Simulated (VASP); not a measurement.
Set up this calculation in VASP 6.6.1, as the native input.

| Quantity | Value |
| --- | --- |
| Task | single point |
| Functional | HSE06 |
| Potentials or basis | VASP PAW PBE potentials, release 64 (Li_sv, S) |
| Cutoff | 650 eV |
| k mesh | 6 × 6 × 6 |
| Occupations | gaussian, width 0.01 eV |
| Spin | no spin polarisation |
| Dipole correction | no |
| Grid for exact exchange (PRECFOCK) | Normal |
| Further INCAR settings | ALGO = Normal; EDIFF = 1e-06; NBANDS = 13 |
| Share of exact exchange | 0.25 |
| Screening parameter | 0.2079 1/Å |

The system is Li2S.

```
CELL_PARAMETERS angstrom
0.00000 2.84530 2.84530
2.84530 0.00000 2.84530
2.84530 2.84530 0.00000
ATOMIC_POSITIONS crystal
Li 0.75000 0.75000 0.75000
Li 0.25000 0.25000 0.25000
S 0.00000 0.00000 0.00000
```

These files were run (other wordings do the same):

POSCAR

```
Li2S
1.0
    0.0000000000      2.8452955568      2.8452955568
    2.8452955568      0.0000000000      2.8452955568
    2.8452955568      2.8452955568      0.0000000000
Li S
2 1
Direct
    0.7500000000      0.7500000000      0.7500000000
    0.2500000000      0.2500000000      0.2500000000
    0.0000000000      0.0000000000      0.0000000000
```

INCAR.step1

```
SYSTEM = Li2S
PREC = Accurate
ENCUT = 650
EDIFF = 1E-5
ISMEAR = 0
SIGMA = 0.01
LREAL = .FALSE.
LASPH = .TRUE.
NELM = 120
ALGO = Normal
ISIF = 2
LWAVE = .TRUE.
GGA = PE
NBANDS = 13
GGA_COMPAT = .FALSE.
```

INCAR.step2

```
SYSTEM = Li2S
PREC = Accurate
ENCUT = 650
EDIFF = 1E-6
ISMEAR = 0
SIGMA = 0.01
LREAL = .FALSE.
LASPH = .TRUE.
NELM = 120
ALGO = Normal
ISIF = 2
LWAVE = .FALSE.
LCHARG = .TRUE.
GGA = PE
LHFCALC = .TRUE.
HFSCREEN = 0.2079
PRECFOCK = Normal
LELF = .TRUE.
LVHAR = .TRUE.
ISTART = 1
NBANDS = 13
GGA_COMPAT = .FALSE.
```

KPOINTS

```
Automatic mesh
0
G
  6 6 6
  0 0 0
```

Potentials or basis: VASP PAW PBE potentials, release 64 (Li_sv, S).

The run is started by

```sh
$ cat potpaw_PBE.64/Li_sv/POTCAR potpaw_PBE.64/S/POTCAR > POTCAR
$ cp INCAR.step1 INCAR
$ mpirun -np 1 vasp_std > vasp.out
$ cp INCAR.step2 INCAR
$ mpirun -np 1 vasp_std > vasp.out
```

Results of the run:

The pressure is -0.6 GPa and the band gap on the k mesh is 4.33 eV (least direct gap 5.35 eV).

Caveat: the PAW data sets were made with another functional, which shifts forces and pressure a little.

Run time: 15 min on 1 thread of Intel(R) Xeon(R) 6975P-C (Granite Rapids), on a shared host, peak memory 0.32 GiB.
